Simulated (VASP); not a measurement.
# P in VASP: notebook

Runs on P. Level: r2SCAN+D3(BJ). Tasks: single point.

Program: VASP 6.6.1. These are calculated values, not measurements. Logs are shortened: lines on timing, memory, paths and dates and some standing lists are left out, and cuts for length are marked.

## (1) The cell of the first run

The typed cell holds 2 atoms: a = 3.213 Å, b = 3.213 Å, c = 3.213 Å, α = 60.04°, β = 60.04°, γ = 60.04°.

## (2) Single point, r2SCAN+D3(BJ) (volume scaled by 0.760)

Input file POSCAR:

```
P
1.0
    1.6076855749      0.9281976994      2.6228796189
   -1.6076855749      0.9281976994      2.6228796189
    0.0000000000     -1.8563953989      2.6228796189
P
2
Direct
    0.2499741513      0.2499741513      0.2499741513
    0.7500258487      0.7500258487      0.7500258487
```

Input file INCAR.step1:

```
PREC = Accurate
ENCUT = 520
ISMEAR = 0
SIGMA = 0.05
LREAL = False
LASPH = True
NELM = 100
NBANDS = 12
GGA = PE
ALGO = Normal
EDIFF = 1E-4
LWAVE = True
LCHARG = False
```

Input file INCAR.step2:

```
PREC = Accurate
ENCUT = 520
EDIFF = 1E-6
ISMEAR = 0
SIGMA = 0.05
LREAL = False
LASPH = True
NELM = 100
ALGO = Normal
ISIF = 2
LWAVE = False
LCHARG = False
METAGGA = R2SCAN
LMIXTAU = True
IVDW = 12
VDW_S6 = 1.0
VDW_S8 = 0.78981345
VDW_A1 = 0.49484001
VDW_A2 = 5.73083694
NBANDS = 12
ISTART = 1
```

Input file KPOINTS:

```
Automatic mesh
0
Gamma
  16 16 16
```

Potentials or basis: VASP PAW PBE potentials, release 64 (P).

Launch:

```bash
cat potpaw_PBE.64/P/POTCAR > POTCAR
cp INCAR.step1 INCAR
mpirun -np 1 vasp_std > vasp.out
cp INCAR.step2 INCAR
mpirun -np 1 vasp_std > vasp.out
```

OUTCAR:

```text
PREC = Accurate
   ENCUT = 520
   EDIFF = 1E-6
   ISMEAR = 0
   LREAL = False
   LASPH = True
   NELM = 100
   ISIF = 2
   METAGGA = R2SCAN
   IVDW = 12
   ISTART = 1
 IVDW          = 12

 ion  position               nearest neighbor table
   1  0.250  0.250  0.250-   2 2.27   2 2.27   2 2.27   2 2.27   2 2.27   2 2.27
   2  0.750  0.750  0.750-   1 2.27   1 2.27   1 2.27   1 2.27   1 2.27   1 2.27

  LATTYP: Found a trigonal (rhomboedric) cell.
 ALAT       =     3.2133629381
 COS(alpha) =     0.4993748483

  Lattice vectors:

 A1 = (   1.6076855749,   0.9281976994,   2.6228796189)
 A2 = (  -1.6076855749,   0.9281976994,   2.6228796189)
 A3 = (   0.0000000000,  -1.8563953989,   2.6228796189)

Analysis of symmetry for initial positions (statically):
=====================================================================
 Subroutine PRICEL returns:
 Original cell was already a primitive cell.

 Routine SETGRP: Setting up the symmetry group for a
 trigonal (rhombohedral) supercell.

 Subroutine GETGRP returns: Found 12 space group operations
 (whereof 12 operations were pure point group operations)
 out of a pool of 12 trial point group operations.

The static configuration has the point symmetry D_3d.

Analysis of symmetry for dynamics (positions and initial velocities):
=====================================================================
 Subroutine PRICEL returns:
 Original cell was already a primitive cell.

 Routine SETGRP: Setting up the symmetry group for a
 trigonal (rhombohedral) supercell.

 Subroutine GETGRP returns: Found 12 space group operations
 (whereof 12 operations were pure point group operations)
 out of a pool of 12 trial point group operations.

The dynamic configuration has the point symmetry D_3d.

 Subroutine INISYM returns: Found 12 space group operations
 (whereof 12 operations are pure point group operations),
 and found     1 'primitive' translations

----------------------------------------------------------------------------------------

                                     Primitive cell

  volume of cell :      23.4840

  direct lattice vectors                    reciprocal lattice vectors
     1.607685575  0.928197699  2.622879619     0.311006087  0.179559448  0.127086783
    -1.607685575  0.928197699  2.622879619    -0.311006087  0.179559448  0.127086783
     0.000000000 -1.856395399  2.622879619     0.000000000 -0.359118896  0.127086783

  length of vectors
     3.213362938  3.213362938  3.213362938     0.380942820  0.380942820  0.380942820

  position of ions in fractional coordinates (direct lattice)
     0.249974151  0.249974151  0.249974151
     0.750025849  0.750025849  0.750025849

  ion indices of the primitive-cell ions
   primitive index   ion index
                 1           1
                 2           2

----------------------------------------------------------------------------------------

 KPOINTS: Automatic mesh

Automatic generation of k-mesh.
 Grid dimensions read from file:
 generate k-points for:   16   16   16

 Generating k-lattice:

  Cartesian coordinates                     Fractional coordinates (reciprocal lattice)
     0.019437880  0.011222466  0.007942924     0.062500000  0.000000000 -0.000000000
    -0.019437880  0.011222466  0.007942924     0.000000000  0.062500000 -0.000000000
     0.000000000 -0.022444931  0.007942924     0.000000000  0.000000000  0.062500000

  Length of vectors
     0.023808926  0.023808926  0.023808926

  Shift w.r.t. Gamma in fractional coordinates (k-lattice)
     0.000000000  0.000000000  0.000000000

 Subroutine IBZKPT returns following result:
 ===========================================

 Found    417 irreducible k-points:

 Following reciprocal coordinates:
            Coordinates               Weight
  0.000000  0.000000  0.000000      1.000000
  0.062500  0.000000  0.000000      6.000000
  0.125000  0.000000  0.000000      6.000000
  0.187500  0.000000  0.000000      6.000000
  0.250000  0.000000  0.000000      6.000000
  0.312500  0.000000  0.000000      6.000000
[... 16 lines left out ...]
 -0.125000  0.062500  0.000000     12.000000
 -0.062500  0.062500  0.000000      6.000000
 [... further k-points ...]
   k-points           NKPTS =    417   k-points in BZ     NKDIM =    417   number of bands    NBANDS=     12
   number of dos      NEDOS =    301   number of ions     NIONS =      2
   total plane-waves  NPLWV =  13824
   dimension x,y,z NGX =    24 NGY =   24 NGZ =   24
   dimension x,y,z NGXF=    48 NGYF=   48 NGZF=   48
   ions per type =               2
   NGX,Y,Z   is equivalent  to a cutoff of  12.42, 12.42, 12.42 a.u.
   NGXF,Y,Z  is equivalent  to a cutoff of  24.83, 24.83, 24.83 a.u.
 SYSTEM =  unknown system
   PREC   = accura    normal or accurate (medium, high low for compatibility)
   ISTART =      1    job   : 0-new  1-cont  2-samecut
   ICHARG =      0    charge: 1-file 2-atom 10-const
   ISPIN  =      1    spin polarized calculation?
[... 70 lines left out ...]
      9      19.6349      0.00000
     10      19.6433      0.00000
     11      19.6434      0.00000
     12      19.7316      0.00000

 k-point     2 :       0.0625    0.0000    0.0000
  band No.  band energies     occupation
      1      -6.7738      2.00000
      2       9.6035      2.00000
      3      10.3053      2.00000
      4      10.3241      2.00000
      5      14.9533      0.00000
      6      17.3345      0.00000
      7      17.3516      0.00000
      8      17.3595      0.00000
      9      18.0823      0.00000
     10      18.0846      0.00000
     11      19.4876      0.00000
     12      21.4296      0.00000

 k-point     3 :       0.1250    0.0000    0.0000
  band No.  band energies     occupation
      1      -6.5252      2.00000
      2       8.0535      2.00000
      3      10.2268      2.00000
      4      10.2446      2.00000
      5      15.3248      0.00000
      6      16.6289      0.00000
      7      16.6297      0.00000
      8      17.8970      0.00000
      9      17.9161      0.00000
     10      18.2172      0.00000
     11      19.0671      0.00000
     12      23.3120      0.00000

 k-point     4 :       0.1875    0.0000    0.0000
  band No.  band energies     occupation
      1      -6.1115      2.00000
      2       6.2920      2.00000
      3      10.1486      2.00000
      4      10.1651      2.00000
      5      15.3236      0.00000
      6      15.3237      0.00000
      7      15.3266      0.00000
      8      18.4788      0.00000
      9      18.7812      0.00000
     10      18.8013      0.00000
     11      19.6002      0.00000
     12      25.3257      0.00000

 k-point     5 :       0.2500    0.0000    0.0000
  band No.  band energies     occupation
      1      -5.5341      2.00000
      2       4.5183      2.00000
      3      10.1179      2.00000
      4      10.1329      2.00000
      5      14.1678      0.00000
      6      14.1701      0.00000
      7      15.2276      0.00000
      8      17.8212      0.00000
      9      19.9388      0.00000
     10      19.9602      0.00000
     11      21.1738      0.00000
     12      27.4495      0.00000
[... 228 lines left out ...]
      1      -5.2333      2.00000
      2       3.9812      2.00000
      3       8.9316      2.00000
      4      10.9803      2.00000
      5      12.7981      1.99992
      6      14.2825      0.00000
      7      15.6425      0.00000
      8      18.2858      0.00000
      9      19.6952      0.00000
     10      20.2217      0.00000
     11      22.8076      0.00000
     12      26.9103      0.00000

 k-point    22 :      -0.1875    0.0625    0.0000
  band No.  band energies     occupation
      1      -5.8642      2.00000
      2       5.7149      2.00000
      3       9.0465      2.00000
      4      10.8507      2.00000
      5      13.8937      0.00000
      6      15.3423      0.00000
      7      15.7184      0.00000
      8      18.5906      0.00000
      9      18.8973      0.00000
     10      18.9608      0.00000
     11      21.1788      0.00000
     12      24.8332      0.00000

 k-point    23 :      -0.1250    0.0625    0.0000
  band No.  band energies     occupation
      1      -6.3322      2.00000
      2       7.4343      2.00000
      3       9.2861      2.00000
      4      10.7243      2.00000
      5      15.1407      0.00000
      6      15.7270      0.00000
      7      16.5015      0.00000
      8      17.8032      0.00000
      9      17.8576      0.00000
     10      19.5689      0.00000
     11      19.6478      0.00000
     12      22.9187      0.00000

 k-point    24 :      -0.0625    0.0625    0.0000
  band No.  band energies     occupation
      1      -6.6357      2.00000
      2       8.8915      2.00000
      3       9.7093      2.00000
      4      10.5546      2.00000
      5      15.4017      0.00000
      6      16.5378      0.00000
      7      17.3399      0.00000
      8      17.3822      0.00000
      9      17.6558      0.00000
     10      18.3169      0.00000
     11      19.8224      0.00000
     12      21.4990      0.00000

 [... further k-points ...]

------------------------ aborting loop because EDIFF is reached ----------------------------------------

 Edisp (eV)   -0.56552

 E8    (eV) :    -0.1612

  FORCE on cell =-STRESS in cart. coord.  units (eV):
  Direction    XX          YY          ZZ          XY          YZ          ZX
  --------------------------------------------------------------------------------------
  -------------------------------------------------------------------------------------
  Total       5.23877     5.23877     5.25705    -0.00000    -0.00000     0.00000
  in kB     357.41155   357.41155   358.65902    -0.00000    -0.00000     0.00000
  external pressure =      357.83 kB  Pullay stress =        0.00 kB

 VOLUME and BASIS-vectors are now :
 -----------------------------------------------------------------------------
  energy-cutoff  :      520.00
  volume of cell :       23.48
      direct lattice vectors                 reciprocal lattice vectors
     1.607685575  0.928197699  2.622879619     0.311006087  0.179559448  0.127086783
    -1.607685575  0.928197699  2.622879619    -0.311006087  0.179559448  0.127086783
     0.000000000 -1.856395399  2.622879619     0.000000000 -0.359118896  0.127086783

 POSITION                                       TOTAL-FORCE (eV/Angst)
 -----------------------------------------------------------------------------------
      0.00000     -0.00000      1.96696         0.000000     -0.000000      0.000258
      0.00000     -0.00000      5.90168         0.000000      0.000000     -0.000258
 -----------------------------------------------------------------------------------
    total drift:                                0.000000      0.000000      0.000000

  FREE ENERGIE OF THE ION-ELECTRON SYSTEM (eV)
  ---------------------------------------------------
  free  energy   TOTEN  =       -17.6534034712 eV

  energy  without entropy=      -17.6523452850  energy(sigma->0) =      -17.65287438
```

It took 2.6 min on 1 thread of AMD EPYC 9R45 (Zen 5), shared host; peak memory 0.18 GiB.

Results:

- Free energy: -17.6534 eV
- Pressure: 35.8 GPa
- Band gap on the k mesh: zero (band 5 reaches 15.54 eV, above the bottom of band 6 at 11.03 eV)
- Dispersion energy per atom: -0.283 eV

Levels at points of the mesh, in eV from the Fermi level:
| k point | band 3 | band 4 | band 5 | band 6 | band 7 | band 8 |
| --- | --- | --- | --- | --- | --- | --- |
| (0.00, 0.00, 0.00) | -2.60 | -2.58 | 1.62 | 4.20 | 4.20 | 4.22 |
| (0.50, 0.00, 0.00) | -1.90 | -1.90 | -1.89 | -1.89 | 2.72 | 2.72 |
| (0.50, 0.50, 0.00) | -7.51 | -6.75 | -6.73 | -0.18 | 9.96 | 10.81 |
| (0.50, 0.50, 0.50) | -1.91 | -1.91 | -1.91 | -1.91 | 2.70 | 2.71 |

Caveat: the PAW data sets were made with another functional, which shifts forces and pressure a little; pairwise dispersion overbinds metals, which lowers pressure and volume.

## (3) Single point, r2SCAN+D3(BJ) (volume scaled by 0.800)

Input file POSCAR:

```
P
1.0
    1.6356687323      0.9443537828      2.6672656978
   -1.6356687323      0.9443537828      2.6672656978
    0.0000000000     -1.8887075658      2.6672656977
P
2
Direct
    0.2476541522      0.2476541522      0.2476541522
    0.7523458478      0.7523458478      0.7523458478
```

INCAR.step1 is that of step 2.

INCAR.step2 is that of step 2.

Input file KPOINTS:

```
regular mesh
0
Gamma
  16 16 16
```

Potentials or basis: VASP PAW PBE potentials, release 64 (P).

Launch:

```bash
cat potpaw_PBE.64/P/POTCAR > POTCAR
cp INCAR.step1 INCAR
mpirun -np 1 vasp_std > vasp.out
cp INCAR.step2 INCAR
mpirun -np 1 vasp_std > vasp.out
```

Wall time 2.8 min (1 thread of AMD EPYC 9R45 (Zen 5), shared host); peak memory 0.19 GiB.

Results (log left out):

| Item | Value |
| --- | --- |
| Free energy | -17.8798 eV |
| Pressure | 23.1 GPa |
| Largest force | 0.021 eV/Å |
| Band gap on the k mesh | zero (band 5 reaches 14.31 eV, above the bottom of band 6 at 10.45 eV) |
| Dispersion energy per atom | -0.268 eV |

Forces on the atoms (eV/Å):
```
P    0.000  0.000 -0.021
P    0.000  0.000  0.021
```

Levels at points of the mesh, in eV from the Fermi level:
```csv
k point,band 1,band 2,band 3,band 4,band 5,band 6,band 7,band 8,band 9,band 10
"(0.00, 0.00, 0.00)",-19.22,-2.62,-2.62,-2.57,0.75,4.35,4.36,4.36,6.32,6.32
"(0.50, 0.00, 0.00)",-14.26,-14.14,-2.07,-1.95,-1.68,-1.60,2.40,2.47,13.38,13.48
"(0.50, 0.50, 0.00)",-13.77,-10.67,-7.62,-6.52,-6.49,0.15,9.87,10.13,10.14,13.81
"(0.50, 0.50, 0.50)",-14.36,-14.02,-1.99,-1.99,-1.69,-1.69,2.30,2.53,13.31,13.31
```

Caveat: the PAW data sets were made with another functional, which shifts forces and pressure a little; pairwise dispersion overbinds metals, which lowers pressure and volume.

## (4) Single point, r2SCAN+D3(BJ) (volume scaled by 0.840)

Input file POSCAR:

```
P
1.0
    1.6632651726      0.9602865950      2.7084654164
   -1.6632651726      0.9602865950      2.7084654164
    0.0000000000     -1.9205731904      2.7084654163
P
2
Direct
    0.2427832429      0.2427832429      0.2427832429
    0.7572167571      0.7572167571      0.7572167571
```

Input file INCAR.step1:

```
  PREC = Accurate
  ENCUT = 520
  ISMEAR = 0
  SIGMA = 0.05
  LREAL = F
  LASPH = T
  NELM = 100
  NBANDS = 12
  GGA = PE
  ALGO = Normal
  EDIFF = 1E-4
  LWAVE = T
  LCHARG = F
```

Input file INCAR.step2:

```
  PREC = Accurate
  ENCUT = 520
  EDIFF = 1E-6
  ISMEAR = 0
  SIGMA = 0.05
  LREAL = F
  LASPH = T
  NELM = 100
  ALGO = Normal
  ISIF = 2
  LWAVE = F
  LCHARG = F
  METAGGA = R2SCAN
  LMIXTAU = T
  IVDW = 12
  VDW_S6 = 1.0
  VDW_S8 = 0.78981345
  VDW_A1 = 0.49484001
  VDW_A2 = 5.73083694
  NBANDS = 12
  ISTART = 1
```

KPOINTS is that of step 3.

Launch:

```bash
cat potpaw_PBE.64/P/POTCAR > POTCAR
cp INCAR.step1 INCAR
mpirun -np 1 vasp_std > vasp.out
cp INCAR.step2 INCAR
mpirun -np 1 vasp_std > vasp.out
```

Wall time 4 min (1 thread of AMD EPYC 9R45 (Zen 5), shared host); peak memory 0.21 GiB.

The run converged. Its results:

- Free energy: -18.0228 eV
- Pressure: 14.0 GPa
- Largest force: 0.062 eV/Å
- Band gap on the k mesh: zero (band 5 reaches 13.05 eV, above the bottom of band 6 at 10.06 eV)
- Dispersion energy per atom: -0.255 eV

Forces on the atoms (eV/Å):
```
P    0.000  0.000 -0.062
P    0.000  0.000  0.062
```

Stress tensor (GPa, compression positive):
```
13.95  0.00  0.00
 0.00 13.95  0.00
 0.00  0.00 14.04
```

Levels at points of the mesh, in eV from the Fermi level:
```tsv
k point	band 2	band 3	band 4	band 5	band 6	band 7	band 8	band 9
(0.00, 0.00, 0.00)	-2.78	-2.78	-2.58	-0.12	3.99	4.26	4.26	6.02
(0.50, 0.00, 0.00)	-13.79	-2.57	-2.21	-1.38	-1.13	1.94	2.19	12.81
(0.50, 0.50, 0.00)	-10.42	-7.73	-6.43	-6.30	0.29	9.44	9.53	9.74
(0.50, 0.50, 0.50)	-13.39	-2.35	-2.35	-1.44	-1.44	1.68	2.40	12.61
```

Caveat: the PAW data sets were made with another functional, which shifts forces and pressure a little; pairwise dispersion overbinds metals, which lowers pressure and volume.

## (5) Single point, r2SCAN+D3(BJ) (volume scaled by 0.640)

Input file POSCAR:

```
P
1.0
    1.5175937131      0.8761831388      2.4787682955
   -1.5175937131      0.8761831388      2.4787682955
    0.0000000000     -1.7523662776      2.4787682955
P
2
Direct
    0.2499770723      0.2499770723      0.2499770723
    0.7500229277      0.7500229277      0.7500229277
```

Input file INCAR.step1:

```
SYSTEM = P
PREC     = Accurate       ! precision mode
ENCUT    = 520            ! plane-wave cutoff, eV
ISMEAR   = 0              ! smearing method
SIGMA    = 0.05           ! smearing width, eV
LREAL    = .FALSE.        ! projectors in reciprocal space
LASPH    = .TRUE.         ! aspherical terms in the spheres
NELM     = 80             ! most SCF steps
NBANDS   = 12             ! bands
GGA      = PE             ! functional
ALGO     = Normal         ! electronic algorithm
EDIFF    = 1E-4           ! SCF threshold, eV
LWAVE    = .TRUE.         ! write WAVECAR
LCHARG   = .FALSE.        ! write CHGCAR
```

Input file INCAR.step2:

```
SYSTEM = P
PREC     = Accurate       ! precision mode
ENCUT    = 520            ! plane-wave cutoff, eV
EDIFF    = 1E-7           ! SCF threshold, eV
ISMEAR   = 0              ! smearing method
SIGMA    = 0.05           ! smearing width, eV
LREAL    = .FALSE.        ! projectors in reciprocal space
LASPH    = .TRUE.         ! aspherical terms in the spheres
NELM     = 80             ! most SCF steps
ALGO     = Normal         ! electronic algorithm
ISIF     = 2              ! what is computed and relaxed
LWAVE    = .FALSE.        ! write WAVECAR
LCHARG   = .TRUE.         ! write CHGCAR
METAGGA  = R2SCAN         ! meta-GGA
LMIXTAU  = .TRUE.       
IVDW     = 12             ! dispersion correction
VDW_S6   = 1.0          
VDW_S8   = 0.78981345   
VDW_A1   = 0.49484001   
VDW_A2   = 5.73083694   
LELF     = .TRUE.         ! ELF
LVHAR    = .TRUE.       
NBANDS   = 12             ! bands
ISTART   = 1
```

Input file KPOINTS:

```
Automatic mesh
0
G
  18 18 18
  0 0 0
```

Launch:

```bash
cat potpaw_PBE.64/P/POTCAR > POTCAR
cp INCAR.step1 INCAR
mpirun -np 1 vasp_std > vasp.out
cp INCAR.step2 INCAR
mpirun -np 1 vasp_std > vasp.out
```

It took 4.6 min on 1 thread of AMD EPYC 9R45 (Zen 5), shared host; peak memory 0.2 GiB.

The run converged. Its results:

- Free energy: -16.2140 eV
- Pressure: 96.7 GPa
- Band gap on the k mesh: zero (band 5 reaches 19.56 eV, above the bottom of band 6 at 13.66 eV)
- Dispersion energy per atom: -0.337 eV

Levels at points of the mesh, in eV from the Fermi level:
```
           k point  band 2  band 3  band 4  band 5  band 6  band 7  band 8  band 9
(0.00, 0.00, 0.00)   -2.48   -2.48   -2.48    3.55    3.55    3.55    4.99    6.62
(0.50, 0.00, 0.00)  -15.96   -2.14   -2.14   -2.14   -2.14    3.68    3.68   14.57
(0.50, 0.50, 0.00)  -12.83   -7.56   -7.55   -7.03   -1.41   10.31   13.37   13.37
(0.50, 0.50, 0.50)  -15.96   -2.14   -2.14   -2.14   -2.14    3.68    3.68   14.57
```

Caveat: the PAW data sets were made with another functional, which shifts forces and pressure a little; pairwise dispersion overbinds metals, which lowers pressure and volume.

## (6) Overview

```tsv
cell	k mesh	gap on the mesh (eV)	pressure (GPa)	largest force (eV/Å)
a = 3.213 Å, angles 60.0°, 2 atoms	16 × 16 × 16	none	35.8	-
a = 3.268 Å, angles 60.1°, 2 atoms	16 × 16 × 16	none	23.1	0.02
a = 3.320 Å, angles 60.1°, 2 atoms	16 × 16 × 16	none	14.0	0.06
a = 3.036 Å, angles 60.0°, 2 atoms	18 × 18 × 18	none	96.7	-
```

Alike in all rows: task single point; level r2SCAN+D3(BJ); potentials or basis VASP PAW PBE potentials, release 64 (P); no spin polarisation; cutoff (eV) 520; smearing gaussian 0.05 eV.

Caveats: the PAW data sets were made with another functional, which shifts forces and pressure a little; pairwise dispersion overbinds metals, which lowers pressure and volume.

Absolute energies hang on the potentials; compare differences alone.
